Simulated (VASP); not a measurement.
# TePb (Fm-3m) in VASP: settings compared

Aim: see how the results for TePb move with the level of theory and the settings. Levels: PBE, PBE+D3(BJ). Tasks: single point.

Everything below comes from runs of VASP 6.6.1. Logs are shortened: lines on timing, memory, paths and dates and some standing lists are left out, and cuts for length are marked.

**1. The cell of the first run**

It takes space group Fm-3m (No. 225, cubic). The conventional cell has a = 6.536 Å, b = 6.536 Å, c = 6.536 Å, α = 90.00°, β = 90.00°, γ = 90.00°. Within 4.3 Å of Pb (site symmetry m-3m) lie 6 Te at 3.27 Å. Within 4.3 Å of Te (site symmetry m-3m) lie 6 Pb at 3.27 Å.

**2. Single point, PBE**

File INCAR:

```
SYSTEM = TePb
PREC = Accurate
ENCUT = 520
EDIFF = 1E-7
ISMEAR = 0
SIGMA = 0.01
LREAL = .False.
LASPH = .True.
NELM = 100
ALGO = Normal
ISIF = 2
LWAVE = .False.
LCHARG = .False.
GGA = PE
NBANDS = 17
```

File KPOINTS:

```
Automatic mesh
0
Gamma
  6 6 6
  0 0 0
```

File POSCAR:

```
TePb
1.0
    0.0000000000      3.2678368520      3.2678368520
    3.2678368520      0.0000000000      3.2678368520
    3.2678368520      3.2678368520      0.0000000000
Pb Te
1 1
Direct
    0.0000000000      0.0000000000      0.0000000000
    0.5000000000      0.5000000000      0.5000000000
```

Potentials or basis: VASP PAW PBE potentials, release 64 (Pb_d, Te).

Started as:

```console
cat potpaw_PBE.64/Pb_d/POTCAR potpaw_PBE.64/Te/POTCAR > POTCAR
mpirun -np 1 vasp_std > vasp.out
```

OUTCAR:

```text
SYSTEM = TePb
   PREC = Accurate
   ENCUT = 520
   EDIFF = 1E-7
   ISMEAR = 0
   LREAL = .False.
   LASPH = .True.
   NELM = 100
   ISIF = 2
   GGA = PE

 ion  position               nearest neighbor table
   1  0.000  0.000  0.000-   2 3.27   2 3.27   2 3.27   2 3.27   2 3.27   2 3.27
   2  0.500  0.500  0.500-   1 3.27   1 3.27   1 3.27   1 3.27   1 3.27   1 3.27

  LATTYP: Found a face centered cubic cell.
 ALAT       =     6.5356737040

  Lattice vectors:

 A1 = (   0.0000000000,   3.2678368520,   3.2678368520)
 A2 = (   3.2678368520,   0.0000000000,   3.2678368520)
 A3 = (   3.2678368520,   3.2678368520,   0.0000000000)

Analysis of symmetry for initial positions (statically):
=====================================================================
 Subroutine PRICEL returns:
 Original cell was already a primitive cell.

 Routine SETGRP: Setting up the symmetry group for a
 face centered cubic supercell.

 Subroutine GETGRP returns: Found 48 space group operations
 (whereof 48 operations were pure point group operations)
 out of a pool of 48 trial point group operations.

The static configuration has the point symmetry O_h .

Analysis of symmetry for dynamics (positions and initial velocities):
=====================================================================
 Subroutine PRICEL returns:
 Original cell was already a primitive cell.

 Routine SETGRP: Setting up the symmetry group for a
 face centered cubic supercell.

 Subroutine GETGRP returns: Found 48 space group operations
 (whereof 48 operations were pure point group operations)
 out of a pool of 48 trial point group operations.

The dynamic configuration has the point symmetry O_h .

 Subroutine INISYM returns: Found 48 space group operations
 (whereof 48 operations are pure point group operations),
 and found     1 'primitive' translations

----------------------------------------------------------------------------------------

                                     Primitive cell

  volume of cell :      69.7929

  direct lattice vectors                    reciprocal lattice vectors
     0.000000000  3.267836852  3.267836852    -0.153006415  0.153006415  0.153006415
     3.267836852  0.000000000  3.267836852     0.153006415 -0.153006415  0.153006415
     3.267836852  3.267836852  0.000000000     0.153006415  0.153006415 -0.153006415

  length of vectors
     4.621419196  4.621419196  4.621419196     0.265014884  0.265014884  0.265014884

  position of ions in fractional coordinates (direct lattice)
     0.000000000  0.000000000  0.000000000
     0.500000000  0.500000000  0.500000000

  ion indices of the primitive-cell ions
   primitive index   ion index
                 1           1
                 2           2

----------------------------------------------------------------------------------------

 KPOINTS: Automatic mesh

Automatic generation of k-mesh.
 Grid dimensions read from file:
 generate k-points for:    6    6    6

 Generating k-lattice:

  Cartesian coordinates                     Fractional coordinates (reciprocal lattice)
    -0.025501069  0.025501069  0.025501069     0.166666667  0.000000000  0.000000000
     0.025501069 -0.025501069  0.025501069     0.000000000  0.166666667  0.000000000
     0.025501069  0.025501069 -0.025501069     0.000000000  0.000000000  0.166666667

  Length of vectors
     0.044169147  0.044169147  0.044169147

  Shift w.r.t. Gamma in fractional coordinates (k-lattice)
     0.000000000  0.000000000  0.000000000

 Subroutine IBZKPT returns following result:
 ===========================================

 Found     16 irreducible k-points:

 Following reciprocal coordinates:
            Coordinates               Weight
  0.000000  0.000000  0.000000      1.000000
  0.166667  0.000000  0.000000      8.000000
  0.333333  0.000000  0.000000      8.000000
  0.500000  0.000000  0.000000      4.000000
  0.166667  0.166667  0.000000      6.000000
  0.333333  0.166667  0.000000     24.000000
[... 8 lines left out ...]
 -0.333333  0.333333  0.166667     24.000000
 -0.333333  0.500000  0.166667     12.000000
   k-points           NKPTS =     16   k-points in BZ     NKDIM =     16   number of bands    NBANDS=     17
   number of dos      NEDOS =    301   number of ions     NIONS =      2
   total plane-waves  NPLWV =  46656
   dimension x,y,z NGX =    36 NGY =   36 NGZ =   36
   dimension x,y,z NGXF=    72 NGYF=   72 NGZF=   72
   ions per type =               1   1
   NGX,Y,Z   is equivalent  to a cutoff of  12.95, 12.95, 12.95 a.u.
   NGXF,Y,Z  is equivalent  to a cutoff of  25.90, 25.90, 25.90 a.u.
 SYSTEM =  TePb
   PREC   = accura    normal or accurate (medium, high low for compatibility)
   ISTART =      0    job   : 0-new  1-cont  2-samecut
   ICHARG =      2    charge: 1-file 2-atom 10-const
   ISPIN  =      1    spin polarized calculation?
   LNONCOLLINEAR =      F non collinear calculations
   LSORBIT =      F    spin-orbit coupling
   LASPH  =      T    aspherical Exc in radial PAW
   ENCUT  =  520.0 eV  38.22 Ry    6.18 a.u.   8.59  8.59  8.59*2*pi/ulx,y,z
   NELM   =    100;   NELMIN=  2; NELMDL= -5     # of ELM steps
   EDIFF  = 0.1E-06   stopping-criterion for ELM
   LREAL  =      F    real-space projection
   EDIFFG = 0.1E-05   stopping-criterion for IOM
   NSW    =      0    number of steps for IOM
   IBRION =     -1    ionic relax: 0-MD 1-quasi-New 2-CG
   NFREE  =      0    steps in history (QN), initial steepest desc. (CG)
   ISIF   =      2    stress and relaxation
   ISYM   =      2    0-nonsym 1-usesym 2-fastsym
   POTIM  = 0.5000    time-step for ionic-motion
   TEBEG  =    0.0;   TEEND  =   0.0 temperature during run
   PSTRESS=    0.0 pullay stress
   NELECT =      20.0000    total number of electrons
   NUPDOWN=      -1.0000    fix difference up-down
   EMIN   =  10.00;   EMAX   =-10.00  energy-range for DOS
   EFERMI =   0.00;   METHOD = LEGACY
   ISMEAR =     0;   SIGMA  =   0.01  broadening in eV -4-tet -1-fermi 0-gaus
   EFERMI_NEDOS =   21; number of points for ismear=-14 and -15
   IALGO  =     38    algorithm
   IMIX   =      4    mixing-type and parameters
     AMIX     =   0.40;   BMIX     =  1.00
     AMIX_MAG =   1.60;   BMIX_MAG =  1.00
  volume/ion in A,a.u.               =      34.90       235.49
  Fermi-wavevector in a.u.,A,eV,Ry     =   1.079314  2.039608 15.849680  1.164919
  Thomas-Fermi vector in A             =   2.215276
   LORBIT       =      0    0 simple, 1 ext, 2 COOP (PROOUT), +10 PAW based schemes
   GGA     = PE    functional components
   LHFCALC =     F    Hartree Fock is set to
   AEXX    =    0.0000 exact exchange contribution
   IVDW    =     0    specifies the selected vdW correction
   LEPSILON=     F    determine dielectric tensor
   LRPA    =     F    only Hartree local field effects (RPA)
 non-spin polarized calculation
 Gauss-broadening in eV      SIGMA  =   0.01
  energy-cutoff  :      520.00
  volume of cell :       69.79
 maximum number of plane-waves:      1895
 NGX is ok and might be reduce to    36
   NGX = 17   NGY = 17   NGZ = 17

 number of electron      20.0000002 magnetization

 Free energy of the ion-electron system (eV)
  ---------------------------------------------------
  ext. energy  EPLUGINS =         0.00000000
  ---------------------------------------------------
  free energy    TOTEN  =        -7.52184226 eV

  energy without entropy =       -7.52184226  energy(sigma->0) =       -7.52184226

 E-fermi :   5.2336     XC(G=0):  -9.1483

 val. band max:        5.1867896625   @ k =   0.5000   0.0000   0.0000
 cond. band min:       5.9903174682   @ k =   0.5000   0.0000   0.0000
 fundamental gap:      0.8035278057
 Fermi energy:         5.2335501581

 k-point     1 :       0.0000    0.0000    0.0000
  band No.  band energies     occupation
      1     -11.4791      2.00000
      2     -11.4791      2.00000
      3     -11.4724      2.00000
      4     -11.4724      2.00000
      5     -11.4724      2.00000
      6      -6.5496      2.00000
[... 9 lines left out ...]
     16      11.0659      0.00000
     17      12.6637      0.00000

 k-point     2 :       0.1667    0.0000    0.0000
  band No.  band energies     occupation
      1     -11.4819      2.00000
      2     -11.4819      2.00000
      3     -11.4717      2.00000
      4     -11.4689      2.00000
      5     -11.4689      2.00000
      6      -6.3247      2.00000
[... 9 lines left out ...]
     16      11.5591      0.00000
     17      14.1242      0.00000

 k-point     3 :       0.3333    0.0000    0.0000
  band No.  band energies     occupation
      1     -11.4884      2.00000
      2     -11.4884      2.00000
      3     -11.4706      2.00000
      4     -11.4612      2.00000
      5     -11.4612      2.00000
      6      -5.7146      2.00000
[... 9 lines left out ...]
     16      12.8876      0.00000
     17      16.0230      0.00000

 k-point     4 :       0.5000    0.0000    0.0000
  band No.  band energies     occupation
      1     -11.4917      2.00000
      2     -11.4917      2.00000
      3     -11.4700      2.00000
      4     -11.4572      2.00000
      5     -11.4572      2.00000
      6      -5.2022      2.00000
[... 9 lines left out ...]
     16      14.4443      0.00000
     17      14.4443      0.00000
[... 183 lines left out ...]
      1     -11.5065      2.00000
      2     -11.4805      2.00000
      3     -11.4721      2.00000
      4     -11.4589      2.00000
      5     -11.4560      2.00000
      6      -5.2832      2.00000
[... 9 lines left out ...]
     16      14.2587      0.00000
     17      14.6957      0.00000

 k-point    15 :      -0.3333    0.3333    0.1667
  band No.  band energies     occupation
      1     -11.5091      2.00000
      2     -11.4828      2.00000
      3     -11.4660      2.00000
      4     -11.4640      2.00000
      5     -11.4529      2.00000
      6      -4.9377      2.00000
[... 9 lines left out ...]
     16      15.4341      0.00000
     17      15.5912      0.00000

 k-point    16 :      -0.3333    0.5000    0.1667
  band No.  band energies     occupation
      1     -11.5198      2.00000
      2     -11.4767      2.00000
      3     -11.4734      2.00000
      4     -11.4579      2.00000
      5     -11.4499      2.00000
      6      -4.8808      2.00000
[... 9 lines left out ...]
     16      15.7784      0.00000
     17      16.5853      0.00000

------------------------ aborting loop because EDIFF is reached ----------------------------------------

  FORCE on cell =-STRESS in cart. coord.  units (eV):
  Direction    XX          YY          ZZ          XY          YZ          ZX
  --------------------------------------------------------------------------------------
  -------------------------------------------------------------------------------------
  Total        0.2532267      0.2532267      0.2532267      0.0000000      0.0000000     -0.0000000
  in kB        5.8131162      5.8131162      5.8131162      0.0000000      0.0000000     -0.0000000
  external PRESSURE =       5.8131162 kB  Pullay stress =       0.0000000 kB

 VOLUME and BASIS-vectors are now :
 -----------------------------------------------------------------------------
  energy-cutoff  :      520.00
  volume of cell :       69.79
      direct lattice vectors                 reciprocal lattice vectors
     0.000000000  3.267836852  3.267836852    -0.153006415  0.153006415  0.153006415
     3.267836852  0.000000000  3.267836852     0.153006415 -0.153006415  0.153006415
     3.267836852  3.267836852  0.000000000     0.153006415  0.153006415 -0.153006415

 POSITION                                       TOTAL-FORCE (eV/Angst)
 -----------------------------------------------------------------------------------
      0.00000      0.00000      0.00000         0.000000      0.000000      0.000000
      3.26784      3.26784      3.26784         0.000000      0.000000      0.000000
 -----------------------------------------------------------------------------------
    total drift:                               -0.000000      0.000000      0.000000

  FREE ENERGIE OF THE ION-ELECTRON SYSTEM (eV)
  ---------------------------------------------------
  free  energy   TOTEN  =        -7.5218422585 eV

  energy  without entropy=       -7.5218422585  energy(sigma->0) =       -7.52184226
```

Run time: 22 s. Hardware: 1 thread of Intel Xeon Platinum 8175M at 2.50GHz (Skylake/Cascade Lake), shared host; peak memory 0.2 GiB.

What came out:

```yaml
Free_energy: -7.5218 eV
Pressure: 0.6 GPa
Band_gap_on_the_k_mesh: 0.80 eV
```

Levels at points of the mesh, in eV from the valence-band top:
```
           k point  band 8  band 9  band 10  band 11  band 12  band 13
(0.00, 0.00, 0.00)   -1.21   -1.21    -1.21     4.04     4.04     4.04
(0.50, 0.00, 0.00)   -0.78   -0.78     0.00     0.80     1.36     1.36
(0.50, 0.50, 0.00)   -4.23   -2.60    -2.60     3.44     5.36     5.36
```

Caveat: spin-orbit coupling is left out, which moves the levels of the heavy elements. A k mesh can miss the band edges.

[end of part 1 of 2]
